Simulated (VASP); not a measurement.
# MoC4 (Pm-3m) in VASP: notebook

MoC4 is run at these levels: PBE; tasks: single point, relaxation of cell and atoms.

Everything below comes from runs of VASP 6.6.1. Logs are shortened: lines on timing, memory, paths and dates and some standing lists are left out, and cuts for length are marked.

## Step 1: The cell of the first run

The structure is cubic, space group Pm-3m (No. 221). Conventional cell: a = 4.068 Å, b = 4.068 Å, c = 4.068 Å, α = 90.00°, β = 90.00°, γ = 90.00°. Mo (site symmetry m-3m) has 6 C at 2.03 Å within 2.7 Å. Within 2.7 Å of C (site symmetry 4/mmm) lie 2 Mo at 2.03 Å. Within 3.8 Å of C (site symmetry m-3m) lie 12 C at 2.88 Å and 8 Mo at 3.52 Å.

## Step 2: Single point, PBE

File INCAR:

```
PREC = Accurate ; ENCUT = 520
EDIFF = 1E-6 ; ISMEAR = 0
SIGMA = 0.1 ; LREAL = F
LASPH = T ; NELM = 100
ALGO = Normal ; ISIF = 2
LWAVE = F ; LCHARG = T
GGA = PE ; LELF = T
LVHAR = T ; NBANDS = 23
```

File KPOINTS:

```
regular mesh
0
Gamma
  10 10 10
```

File POSCAR:

```
MoC4
1.0
    4.0679798360      0.0000000000      0.0000000000
    0.0000000000      4.0679798360      0.0000000000
    0.0000000000      0.0000000000      4.0679798360
Mo C
1 4
Direct
    0.0000000000      0.0000000000      0.0000000000
    0.5000000000      0.0000000000      0.0000000000
    0.0000000000      0.5000000000      0.0000000000
    0.0000000000      0.0000000000      0.5000000000
    0.5000000000      0.5000000000      0.5000000000
```

Potentials or basis: VASP PAW PBE potentials, release 64 (Mo_sv, C).

Started as:

```sh
cat potpaw_PBE.64/Mo_sv/POTCAR potpaw_PBE.64/C/POTCAR > POTCAR
mpirun -np 1 vasp_std > vasp.out
```

OUTCAR:

```text
PREC = Accurate
   ENCUT = 520
   EDIFF = 1E-6
   ISMEAR = 0
   LREAL = F
   LASPH = T
   NELM = 100
   ISIF = 2
   GGA = PE

 ion  position               nearest neighbor table
   1  0.000  0.000  0.000-   2 2.03   3 2.03   4 2.03   4 2.03   3 2.03   2 2.03
   2  0.500  0.000  0.000-   1 2.03   1 2.03
   3  0.000  0.500  0.000-   1 2.03   1 2.03
   4  0.000  0.000  0.500-   1 2.03   1 2.03
   5  0.500  0.500  0.500-

  LATTYP: Found a simple cubic cell.
 ALAT       =     4.0679798360

  Lattice vectors:

 A1 = (   4.0679798360,   0.0000000000,   0.0000000000)
 A2 = (   0.0000000000,   4.0679798360,   0.0000000000)
 A3 = (   0.0000000000,   0.0000000000,   4.0679798360)

Analysis of symmetry for initial positions (statically):
=====================================================================
 Subroutine PRICEL returns:
 Original cell was already a primitive cell.

 Routine SETGRP: Setting up the symmetry group for a
 simple cubic supercell.

 Subroutine GETGRP returns: Found 48 space group operations
 (whereof 48 operations were pure point group operations)
 out of a pool of 48 trial point group operations.

The static configuration has the point symmetry O_h .

Analysis of symmetry for dynamics (positions and initial velocities):
=====================================================================
 Subroutine PRICEL returns:
 Original cell was already a primitive cell.

 Routine SETGRP: Setting up the symmetry group for a
 simple cubic supercell.

 Subroutine GETGRP returns: Found 48 space group operations
 (whereof 48 operations were pure point group operations)
 out of a pool of 48 trial point group operations.

The dynamic configuration has the point symmetry O_h .

 Subroutine INISYM returns: Found 48 space group operations
 (whereof 48 operations are pure point group operations),
 and found     1 'primitive' translations

----------------------------------------------------------------------------------------

                                     Primitive cell

  volume of cell :      67.3188

  direct lattice vectors                    reciprocal lattice vectors
     4.067979836  0.000000000  0.000000000     0.245822261  0.000000000  0.000000000
     0.000000000  4.067979836  0.000000000     0.000000000  0.245822261  0.000000000
     0.000000000  0.000000000  4.067979836     0.000000000  0.000000000  0.245822261

  length of vectors
     4.067979836  4.067979836  4.067979836     0.245822261  0.245822261  0.245822261

  position of ions in fractional coordinates (direct lattice)
     0.000000000  0.000000000  0.000000000
     0.500000000  0.000000000  0.000000000
     0.000000000  0.500000000  0.000000000
     0.000000000  0.000000000  0.500000000
     0.500000000  0.500000000  0.500000000

  ion indices of the primitive-cell ions
   primitive index   ion index
                 1           1
                 2           2
                 3           3
                 4           4
                 5           5

----------------------------------------------------------------------------------------

 KPOINTS: regular mesh

Automatic generation of k-mesh.
 Grid dimensions read from file:
 generate k-points for:   10   10   10

 Generating k-lattice:

  Cartesian coordinates                     Fractional coordinates (reciprocal lattice)
     0.024582226  0.000000000  0.000000000     0.100000000  0.000000000  0.000000000
     0.000000000  0.024582226  0.000000000     0.000000000  0.100000000  0.000000000
     0.000000000  0.000000000  0.024582226     0.000000000  0.000000000  0.100000000

  Length of vectors
     0.024582226  0.024582226  0.024582226

  Shift w.r.t. Gamma in fractional coordinates (k-lattice)
     0.000000000  0.000000000  0.000000000

 Subroutine IBZKPT returns following result:
 ===========================================

 Found     56 irreducible k-points:

 Following reciprocal coordinates:
            Coordinates               Weight
  0.000000  0.000000  0.000000      1.000000
  0.100000  0.000000  0.000000      6.000000
  0.200000  0.000000  0.000000      6.000000
  0.300000  0.000000  0.000000      6.000000
  0.400000  0.000000  0.000000      6.000000
  0.500000  0.000000  0.000000      3.000000
[... 16 lines left out ...]
  0.200000  0.100000  0.100000     24.000000
  0.300000  0.100000  0.100000     24.000000
 [... further k-points ...]
   k-points           NKPTS =     56   k-points in BZ     NKDIM =     56   number of bands    NBANDS=     23
   number of dos      NEDOS =    301   number of ions     NIONS =      5
   total plane-waves  NPLWV =  27000
   dimension x,y,z NGX =    30 NGY =   30 NGZ =   30
   dimension x,y,z NGXF=    60 NGYF=   60 NGZF=   60
   ions per type =               1   4
   NGX,Y,Z   is equivalent  to a cutoff of  12.26, 12.26, 12.26 a.u.
   NGXF,Y,Z  is equivalent  to a cutoff of  24.52, 24.52, 24.52 a.u.
 SYSTEM =  unknown system
   PREC   = accura    normal or accurate (medium, high low for compatibility)
   ISTART =      0    job   : 0-new  1-cont  2-samecut
   ICHARG =      2    charge: 1-file 2-atom 10-const
   ISPIN  =      1    spin polarized calculation?
   LNONCOLLINEAR =      F non collinear calculations
   LSORBIT =      F    spin-orbit coupling
   LASPH  =      T    aspherical Exc in radial PAW
   ENCUT  =  520.0 eV  38.22 Ry    6.18 a.u.   7.56  7.56  7.56*2*pi/ulx,y,z
   NELM   =    100;   NELMIN=  2; NELMDL= -5     # of ELM steps
   EDIFF  = 0.1E-05   stopping-criterion for ELM
   LREAL  =      F    real-space projection
   EDIFFG = 0.1E-04   stopping-criterion for IOM
   NSW    =      0    number of steps for IOM
   IBRION =     -1    ionic relax: 0-MD 1-quasi-New 2-CG
   NFREE  =      0    steps in history (QN), initial steepest desc. (CG)
   ISIF   =      2    stress and relaxation
   ISYM   =      2    0-nonsym 1-usesym 2-fastsym
   POTIM  = 0.5000    time-step for ionic-motion
   TEBEG  =    0.0;   TEEND  =   0.0 temperature during run
   PSTRESS=    0.0 pullay stress
   NELECT =      30.0000    total number of electrons
   NUPDOWN=      -1.0000    fix difference up-down
   EMIN   =  10.00;   EMAX   =-10.00  energy-range for DOS
   EFERMI =   0.00;   METHOD = LEGACY
   ISMEAR =     0;   SIGMA  =   0.10  broadening in eV -4-tet -1-fermi 0-gaus
   EFERMI_NEDOS =   21; number of points for ismear=-14 and -15
   IALGO  =     38    algorithm
   IMIX   =      4    mixing-type and parameters
     AMIX     =   0.40;   BMIX     =  1.00
     AMIX_MAG =   1.60;   BMIX_MAG =  1.00
  volume/ion in A,a.u.               =      13.46        90.86
  Fermi-wavevector in a.u.,A,eV,Ry     =   1.250460  2.363027 21.274751  1.563650
  Thomas-Fermi vector in A             =   2.384453
   LORBIT       =      0    0 simple, 1 ext, 2 COOP (PROOUT), +10 PAW based schemes
   GGA     = PE    functional components
   LHFCALC =     F    Hartree Fock is set to
   AEXX    =    0.0000 exact exchange contribution
   IVDW    =     0    specifies the selected vdW correction
   LEPSILON=     F    determine dielectric tensor
   LRPA    =     F    only Hartree local field effects (RPA)
 non-spin polarized calculation
 Gauss-broadening in eV      SIGMA  =   0.10
  energy-cutoff  :      520.00
  volume of cell :       67.32
 maximum number of plane-waves:      1856
   NGX = 15   NGY = 15   NGZ = 15

 number of electron      29.9999997 magnetization

 Free energy of the ion-electron system (eV)
  ---------------------------------------------------
  ext. energy  EPLUGINS =         0.00000000
  ---------------------------------------------------
  free energy    TOTEN  =       -31.29318152 eV

  energy without entropy =      -31.26728183  energy(sigma->0) =      -31.28023168

 E-fermi :   3.8652     XC(G=0): -10.4878

 val. band max:        3.8605787175   @ k =   0.5000   0.4000   0.2000
 cond. band min:       3.8676095694   @ k =   0.5000   0.3000   0.3000
 fundamental gap:      0.0070308519
 Fermi energy:         3.8652458005

 k-point     1 :       0.0000    0.0000    0.0000
  band No.  band energies     occupation
      1     -56.8114      2.00000
      2     -31.0181      2.00000
      3     -31.0181      2.00000
      4     -31.0181      2.00000
      5      -8.2524      2.00000
      6      -5.7265      2.00000
[... 15 lines left out ...]
     22       6.4673      0.00000
     23       6.4673      0.00000

 k-point     2 :       0.1000    0.0000    0.0000
  band No.  band energies     occupation
      1     -56.8113      2.00000
      2     -31.0197      2.00000
      3     -31.0179      2.00000
      4     -31.0179      2.00000
      5      -8.1769      2.00000
      6      -5.7187      2.00000
[... 15 lines left out ...]
     22       6.4942      0.00000
     23       6.4942      0.00000

 k-point     3 :       0.2000    0.0000    0.0000
  band No.  band energies     occupation
      1     -56.8113      2.00000
      2     -31.0238      2.00000
      3     -31.0173      2.00000
      4     -31.0173      2.00000
      5      -7.9598      2.00000
      6      -5.6981      2.00000
[... 15 lines left out ...]
     22       6.7749      0.00000
     23       6.7749      0.00000

 k-point     4 :       0.3000    0.0000    0.0000
  band No.  band energies     occupation
      1     -56.8112      2.00000
      2     -31.0290      2.00000
      3     -31.0166      2.00000
      4     -31.0166      2.00000
      5      -7.6296      2.00000
      6      -5.7507      2.00000
[... 15 lines left out ...]
     22       7.4268      0.00000
     23       7.4268      0.00000

 k-point     5 :       0.4000    0.0000    0.0000
  band No.  band energies     occupation
      1     -56.8112      2.00000
      2     -31.0331      2.00000
      3     -31.0161      2.00000
      4     -31.0161      2.00000
      5      -7.2460      2.00000
      6      -6.0354      2.00000
[... 434 lines left out ...]
 k-point    22 :       0.1000    0.1000    0.1000
  band No.  band energies     occupation
      1     -56.8113      2.00000
      2     -31.0193      2.00000
      3     -31.0192      2.00000
      4     -31.0192      2.00000
      5      -8.0256      2.00000
      6      -5.6596      2.00000
[... 15 lines left out ...]
     22       6.3470      0.00000
     23       6.3470      0.00000

 k-point    23 :       0.2000    0.1000    0.1000
  band No.  band energies     occupation
      1     -56.8113      2.00000
      2     -31.0234      2.00000
      3     -31.0187      2.00000
      4     -31.0187      2.00000
      5      -7.8080      2.00000
      6      -5.6356      2.00000
[... 15 lines left out ...]
     22       6.5575      0.00000
     23       6.7384      0.00000

 k-point    24 :       0.3000    0.1000    0.1000
  band No.  band energies     occupation
      1     -56.8112      2.00000
      2     -31.0285      2.00000
      3     -31.0180      2.00000
      4     -31.0179      2.00000
      5      -7.4773      2.00000
      6      -5.6576      2.00000
[... 15 lines left out ...]
     22       7.3000      0.00000
     23       7.4214      0.00000

 [... further k-points ...]
[... 5 lines left out ...]
  --------------------------------------------------------------------------------------
  -------------------------------------------------------------------------------------
  Total        0.0071696      0.0071696      0.0071696     -0.0000000     -0.0000000      0.0000000
  in kB        0.1706348      0.1706348      0.1706348     -0.0000000     -0.0000000      0.0000000
  external PRESSURE =       0.1706348 kB  Pullay stress =       0.0000000 kB

 VOLUME and BASIS-vectors are now :
 -----------------------------------------------------------------------------
  energy-cutoff  :      520.00
  volume of cell :       67.32
      direct lattice vectors                 reciprocal lattice vectors
     4.067979836  0.000000000  0.000000000     0.245822261  0.000000000  0.000000000
     0.000000000  4.067979836  0.000000000     0.000000000  0.245822261  0.000000000
     0.000000000  0.000000000  4.067979836     0.000000000  0.000000000  0.245822261

 POSITION                                       TOTAL-FORCE (eV/Angst)
 -----------------------------------------------------------------------------------
      0.00000      0.00000      0.00000         0.000000      0.000000      0.000000
      2.03399      0.00000      0.00000         0.000000      0.000000      0.000000
      0.00000      2.03399      0.00000         0.000000      0.000000      0.000000
      0.00000      0.00000      2.03399         0.000000      0.000000      0.000000
      2.03399      2.03399      2.03399         0.000000      0.000000      0.000000
 -----------------------------------------------------------------------------------
    total drift:                               -0.000000     -0.000000      0.000000

  FREE ENERGIE OF THE ION-ELECTRON SYSTEM (eV)
  ---------------------------------------------------
  free  energy   TOTEN  =       -31.2931815244 eV

  energy  without entropy=      -31.2672818264  energy(sigma->0) =      -31.28023168
```

Run time: 2.4 min. Hardware: 1 thread of AMD EPYC 7R43 (Zen 3), shared host; peak memory 0.18 GiB.

What came out:

```
Free energy            : -31.2932 eV
Pressure               : 0.0 GPa
Band gap on the k mesh : zero (band 15 reaches 4.70 eV, above the bottom of band 16 at 3.43 eV)
```

## Step 3: Relaxation of cell and atoms, PBE

File INCAR:

```
PREC     = Accurate       # precision mode
ENCUT    = 600            # plane-wave cutoff, eV
EDIFF    = 1E-6           # SCF threshold, eV
ISMEAR   = 0              # smearing method
SIGMA    = 0.1            # smearing width, eV
LREAL    = False          # projectors in reciprocal space
LASPH    = True           # aspherical terms in the spheres
NELM     = 100            # most SCF steps
ALGO     = Normal         # electronic algorithm
ISIF     = 3              # what is computed and relaxed
LWAVE    = False          # write WAVECAR
LCHARG   = False          # write CHGCAR
GGA      = PE             # functional
IBRION   = 2              # ionic algorithm
NSW      = 100            # ionic steps
EDIFFG   = -0.01          # ionic threshold
```

KPOINTS is that of step 2.

POSCAR is that of step 2.

Potentials or basis: VASP PAW PBE potentials, release 64 (Mo_sv, C).

Started as:

```sh
cat potpaw_PBE.64/Mo_sv/POTCAR potpaw_PBE.64/C/POTCAR > POTCAR
mpirun -np 1 vasp_std > vasp.out
```

Wall time 2.5 min (1 thread of AMD EPYC 7R43 (Zen 3), shared host); peak memory 0.19 GiB.

It converged, with:

- Free energy: -31.2935 eV
- Pressure after relaxing: -0.1 GPa
- Band gap on the k mesh: zero (band 15 reaches 4.70 eV, above the bottom of band 16 at 3.43 eV)

Final structure:
```
Mo C
1.0
     4.06798    0.00000    0.00000
     0.00000    4.06798    0.00000
     0.00000    0.00000    4.06798
Mo C
1 4
Direct
  0.00000 0.00000 0.00000
  0.50000 0.00000 0.00000
  0.00000 0.50000 0.00000
  0.00000 0.00000 0.50000
  0.50000 0.50000 0.50000
```

Levels at points of the mesh, in eV from the Fermi level:
```csv
k point,band 12,band 13,band 14,band 15,band 16,band 17,band 18,band 19
"(0.00, 0.00, 0.00)",-0.02,-0.02,-0.02,0.76,0.76,0.76,0.78,0.78
"(0.50, 0.00, 0.00)",-1.14,-1.14,0.01,0.05,0.18,0.27,0.68,0.68
"(0.50, 0.50, 0.00)",-2.53,-2.53,-1.58,-1.58,-0.13,0.10,2.18,2.18
"(0.50, 0.50, 0.50)",-4.69,-4.69,-4.19,0.83,0.83,0.83,2.54,2.54
```

Caveat: the relaxation stopped at its first step, so nothing moved.

## Step 4: Single point, PBE

File INCAR:

```
SYSTEM = MoC4
ALGO     = Normal         ! electronic algorithm
EDIFF    = 1E-6           ! SCF threshold, eV
ENCUT    = 520            ! plane-wave cutoff, eV
GGA      = PE             ! functional
ISIF     = 2              ! what is computed and relaxed
ISMEAR   = 0              ! smearing method
LASPH    = .True.         ! aspherical terms in the spheres
LCHARG   = .False.        ! write CHGCAR
LREAL    = .False.        ! projectors in reciprocal space
LWAVE    = .False.        ! write WAVECAR
NBANDS   = 23             ! bands
NELM     = 100            ! most SCF steps
PREC     = Accurate       ! precision mode
SIGMA    = 0.1            ! smearing width, eV
```

File KPOINTS:

```
k-points
0
Gamma
  10 10 10
  0 0 0
```

POSCAR is that of step 3.

Started as:

```sh
cat potpaw_PBE.64/Mo_sv/POTCAR potpaw_PBE.64/C/POTCAR > POTCAR
mpirun -np 1 vasp_std > vasp.out
```

Wall time 2.7 min (1 thread of AMD EPYC 7R43 (Zen 3), shared host); peak memory 0.17 GiB.

The run converged. Its results:

```yaml
Free_energy: -31.2932 eV
Pressure: 0.0 GPa
Band_gap_on_the_k_mesh: zero (band 15 reaches 4.70 eV, above the bottom of band 16 at 3.43 eV)
```

Levels at points of the mesh, in eV from the Fermi level:
| k point | band 12 | band 13 | band 14 | band 15 | band 16 | band 17 | band 18 | band 19 |
| --- | --- | --- | --- | --- | --- | --- | --- | --- |
| (0.00, 0.00, 0.00) | -0.02 | -0.02 | -0.02 | 0.76 | 0.76 | 0.76 | 0.78 | 0.78 |
| (0.50, 0.00, 0.00) | -1.14 | -1.14 | 0.01 | 0.05 | 0.18 | 0.27 | 0.68 | 0.68 |
| (0.50, 0.50, 0.00) | -2.53 | -2.53 | -1.58 | -1.58 | -0.13 | 0.10 | 2.18 | 2.18 |
| (0.50, 0.50, 0.50) | -4.69 | -4.69 | -4.19 | 0.83 | 0.83 | 0.83 | 2.54 | 2.54 |
